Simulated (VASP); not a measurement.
# Sn (I4_1/amd) in VASP: a series of runs, part 2 of 2

VASP 6.6.1.

## (3) Single point, LDA

This run uses another cell than the first one, of 27.72 Å³/atom, 1.020 times its volume.

INCAR

```
SYSTEM = Sn
ALGO = Normal
EDIFF = 1E-6
ENCUT = 520
GGA = CA
ISIF = 2
ISMEAR = -1
LASPH = .True.
LCHARG = .False.
LREAL = .False.
LWAVE = .False.
NBANDS = 21
NELM = 80
PREC = Accurate
SIGMA = 0.1
```

KPOINTS

```
k-points
0
Gamma
  10 10 10
  0 0 0
```

POSCAR

```
Sn
1.0
   -2.9389799542      2.9389799542      1.6043552745
    2.9389799542     -2.9389799542      1.6043552745
    2.9389799542      2.9389799542     -1.6043552745
Sn
2
Direct
    0.0000000000      0.0000000000      0.0000000000
    0.7500000000      0.2500000000      0.5000000000
```

Potentials or basis: VASP PAW LDA potentials, release 64 (Sn_d).

On the command line:

```console
> cat potpaw_LDA.64/Sn_d/POTCAR > POTCAR
> mpirun -np 1 vasp_std > vasp.out
```

OUTCAR:

```text
SYSTEM = Sn
   EDIFF = 1E-6
   ENCUT = 520
   GGA = CA
   ISIF = 2
   ISMEAR = -1
   LASPH = .True.
   LREAL = .False.
   NELM = 80
   PREC = Accurate

 ion  position               nearest neighbor table
   1  0.000  0.000  0.000-   2 3.05   2 3.05   2 3.05   2 3.05
   2  0.750  0.250  0.500-   1 3.05   1 3.05   1 3.05   1 3.05

  LATTYP: Found a body centered tetragonal cell.
 ALAT       =     5.8779599084
 C/A-ratio  =     0.5458884713

  Lattice vectors:

 A1 = (  -2.9389799542,   2.9389799542,   1.6043552745)
 A2 = (   2.9389799542,  -2.9389799542,   1.6043552745)
 A3 = (   2.9389799542,   2.9389799542,  -1.6043552745)

Analysis of symmetry for initial positions (statically):
=====================================================================
 Subroutine PRICEL returns:
 Original cell was already a primitive cell.

 Routine SETGRP: Setting up the symmetry group for a
 body centered tetragonal supercell.

 Subroutine GETGRP returns: Found 16 space group operations
 (whereof  8 operations were pure point group operations)
 out of a pool of 16 trial point group operations.

The static configuration has the point symmetry D_2d.
 The point group associated with its full space group is D_4h.

Analysis of symmetry for dynamics (positions and initial velocities):
=====================================================================
 Subroutine PRICEL returns:
 Original cell was already a primitive cell.

 Routine SETGRP: Setting up the symmetry group for a
 body centered tetragonal supercell.

 Subroutine GETGRP returns: Found 16 space group operations
 (whereof  8 operations were pure point group operations)
 out of a pool of 16 trial point group operations.

The dynamic configuration has the point symmetry D_2d.
 The point group associated with its full space group is D_4h.

 Subroutine INISYM returns: Found 16 space group operations
[... 110 lines left out ...]
   EMIN   =  10.00;   EMAX   =-10.00  energy-range for DOS
   EFERMI =   0.00;   METHOD = LEGACY
   ISMEAR =    -1;   SIGMA  =   0.10  broadening in eV -4-tet -1-fermi 0-gaus
   EFERMI_NEDOS =   21; number of points for ismear=-14 and -15
   IALGO  =     38    algorithm
   IMIX   =      4    mixing-type and parameters
     AMIX     =   0.40;   BMIX     =  1.00
     AMIX_MAG =   1.60;   BMIX_MAG =  1.00
  volume/ion in A,a.u.               =      27.72       187.03
  Fermi-wavevector in a.u.,A,eV,Ry     =   1.303796  2.463817 23.128319  1.699884
  Thomas-Fermi vector in A             =   2.434774
   LORBIT       =      0    0 simple, 1 ext, 2 COOP (PROOUT), +10 PAW based schemes
   GGA     = CA    functional components
   LHFCALC =     F    Hartree Fock is set to
   AEXX    =    0.0000 exact exchange contribution
   IVDW    =     0    specifies the selected vdW correction
   LEPSILON=     F    determine dielectric tensor
   LRPA    =     F    only Hartree local field effects (RPA)
 non-spin polarized calculation
  energy-cutoff  :      520.00
  volume of cell :       55.43
 maximum number of plane-waves:      1509
 NGX is ok and might be reduce to    36
   NGX = 17   NGY = 17   NGZ = 17

 number of electron      27.9999989 magnetization

 Free energy of the ion-electron system (eV)
  ---------------------------------------------------
  ext. energy  EPLUGINS =         0.00000000
  ---------------------------------------------------
  free energy    TOTEN  =        -8.96449347 eV

  energy without entropy =       -8.93258546  energy(sigma->0) =       -8.94853946

 E-fermi :   7.4613     XC(G=0): -10.4475

 val. band max:        7.4530623838   @ k =   0.2000   0.1000   0.0000
 cond. band min:       7.4620279210   @ k =  -0.3000   0.3000   0.2000
 fundamental gap:      0.0089655371
 Fermi energy:         7.4612756578

 k-point     1 :       0.0000    0.0000    0.0000
  band No.  band energies     occupation
      1     -14.0802      2.00000
      2     -13.9979      2.00000
      3     -13.9570      2.00000
      4     -13.9448      2.00000
      5     -13.8049      2.00000
      6     -13.8049      2.00000
[... 565 lines left out ...]
     20      16.5571      0.00000
     21      17.3159      0.00000

 [... further k-points ...]

------------------------ aborting loop because EDIFF is reached ----------------------------------------

  FORCE on cell =-STRESS in cart. coord.  units (eV):
  Direction    XX          YY          ZZ          XY          YZ          ZX
  --------------------------------------------------------------------------------------
  -------------------------------------------------------------------------------------
  Total       -0.9099595     -0.9099595     -1.2120280      0.0000000      0.0000000      0.0000000
  in kB      -26.3014007    -26.3014007    -35.0323638      0.0000000      0.0000000      0.0000000
  external PRESSURE =     -29.2117217 kB  Pullay stress =       0.0000000 kB

 VOLUME and BASIS-vectors are now :
 -----------------------------------------------------------------------------
  energy-cutoff  :      520.00
  volume of cell :       55.43
      direct lattice vectors                 reciprocal lattice vectors
    -2.938979954  2.938979954  1.604355275     0.000000000  0.170127054  0.311651670
     2.938979954 -2.938979954  1.604355275     0.170127054  0.000000000  0.311651670
     2.938979954  2.938979954 -1.604355275     0.170127054  0.170127054  0.000000000

 POSITION                                       TOTAL-FORCE (eV/Angst)
 -----------------------------------------------------------------------------------
      0.00000      0.00000      0.00000        -0.000000      0.000000     -0.000000
      0.00000      2.93898      0.80218         0.000000     -0.000000      0.000000
 -----------------------------------------------------------------------------------
    total drift:                               -0.000000      0.000000     -0.000000

  FREE ENERGIE OF THE ION-ELECTRON SYSTEM (eV)
  ---------------------------------------------------
  free  energy   TOTEN  =        -8.9644934721 eV

  energy  without entropy=       -8.9325854555  energy(sigma->0) =       -8.94853946
```

stdout:

```text
POSCAR found type information on POSCAR Sn
 POSCAR found :  1 types and       2 ions
 scaLAPACK will be used
 LDA part: xc-table for (Slater(with rela. corr.)+CA(PZ))
 , standard interpolation
 POSCAR, INCAR and KPOINTS ok, starting setup
 FFT: planning ... GRIDC
 FFT: planning ... GRID_SOFT
 FFT: planning ... GRID
 WAVECAR not read
 entering main loop
```

Run time: 71 s. Hardware: 1 thread of Intel Xeon Platinum 8259CL at 2.50GHz (Skylake/Cascade Lake), shared host; peak memory 0.23 GiB.

Results:

* Free energy: -8.9645 eV
* Pressure: -2.9 GPa
* Band gap on the k mesh: zero (band 14 reaches 8.87 eV, above the bottom of band 15 at 5.11 eV)

Caveat: spin-orbit coupling is left out, which moves the levels of the heavy elements.
